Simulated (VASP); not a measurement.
Write the native input for VASP 6.6.1 that does the following.

| Property | Result |
| --- | --- |
| Task | single point |
| Functional | PBE |
| Potentials or basis | VASP PAW PBE potentials, release 64 (Li_sv) |
| Cutoff | 520 eV |
| k mesh | 2 × 2 × 2 |
| Occupations | fermi-dirac, width 0.1 eV |
| Spin | no spin polarisation |
| Dipole correction | no |
| Further INCAR settings | LREAL = Auto; ALGO = Normal; EDIFF = 1e-06; NBANDS = 38 |

The structure of Li lies in POSCAR:

```
Li
1.0
    7.2053150000      0.0000000000      0.0000000000
    0.0000000000      7.2053150000      0.0000000000
    0.0000000000      0.0000000000      7.2053150000
Li
16
Direct
    0.0079802202      0.0087851815     -0.1149151703
    0.5177150479      0.0754859434     -0.0757773949
    0.0478674423      0.4907627217      0.0471735101
   -0.1610061462     -0.0835494354      0.5380333823
    0.1847108697      0.2650543384      0.3080364981
    0.4709162611      0.4494043633      0.0532523561
    0.4333884084      0.0502823263      0.5260561127
    0.8387835924      0.1770776156      0.2646934936
    0.0449806844      0.5492889624      0.4994507527
    0.2715217863      0.7804794100      0.2188800906
    0.2230714410      0.3211795737      0.7595781725
    0.5369647267      0.4916370762      0.4558024181
    0.7909577860      0.7044660782      0.2319260157
    0.8281803086      0.2454993293      0.6820937044
    0.2964478305      0.7303775060      0.7998401180
    0.6675211285      0.7437565186      0.8058634494
```

One way to write it, as run:

INCAR

```
PREC = Accurate
ENCUT = 520
EDIFF = 1E-6
ISMEAR = -1
SIGMA = 0.1
LREAL = Auto
LASPH = T
NELM = 80
ALGO = Normal
ISIF = 2
LWAVE = F
LCHARG = T
GGA = PE
LELF = T
LVHAR = T
NBANDS = 38
```

KPOINTS

```
regular mesh
0
Gamma
  2 2 2
```

Potentials or basis: VASP PAW PBE potentials, release 64 (Li_sv).

Run with:

```console
$ cat potpaw_PBE.64/Li_sv/POTCAR > POTCAR
$ mpirun -np 1 vasp_std > vasp.out
```

Results of the run:

```yaml
Largest_force: 0.804 eV/Å
Band_gap_on_the_k_mesh: zero (bands 24 and 25 overlap by 0.70 eV)
```

Caveat: the k points lie up to 0.44 Å⁻¹ apart, too coarse for converged energies and pressures of a metal.

Run time: 2.5 min on 1 thread of Intel(R) Xeon(R) Platinum 8488C (Sapphire Rapids), with other jobs on the host, peak memory 0.37 GiB.
